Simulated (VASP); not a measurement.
A run of VASP 6.6.1 is set up as follows.

File INCAR:

```
SYSTEM = Pt
ALGO = Normal
EDIFF = 1E-6
ENCUT = 520
GGA = PS
ISIF = 2
ISMEAR = 0
ISPIN = 2
LASPH = .True.
LCHARG = .False.
LMAXMIX = 4
LORBIT = 11
LREAL = .False.
LWAVE = .False.
MAGMOM = 0.35
NBANDS = 15
NELM = 150
NUPDOWN = 0.35
PREC = Accurate
SIGMA = 0.15
```

Contents of KPOINTS:

```
k-points
0
Gamma
  22 22 22
  0 0 0
```

POSCAR

```
Pt
1.0
    0.0000000000      1.8665426505      1.8665426505
    1.8665426505      0.0000000000      1.8665426505
    1.8665426505      1.8665426505      0.0000000000
Pt
1
Direct
    0.0000000000      0.0000000000      0.0000000000
```

Potentials or basis: VASP PAW PBE potentials, release 64 (Pt).

Launch:

```bash
$ cat potpaw_PBE.64/Pt/POTCAR > POTCAR
$ mpirun -np 1 vasp_std > vasp.out
```

Predict the pressure.

62.2 GPa.

Caveat: the cell stands under pressure; the PAW data sets were made with another functional, which shifts forces and pressure a little; the total moment is fixed, so each spin has its own Fermi level.
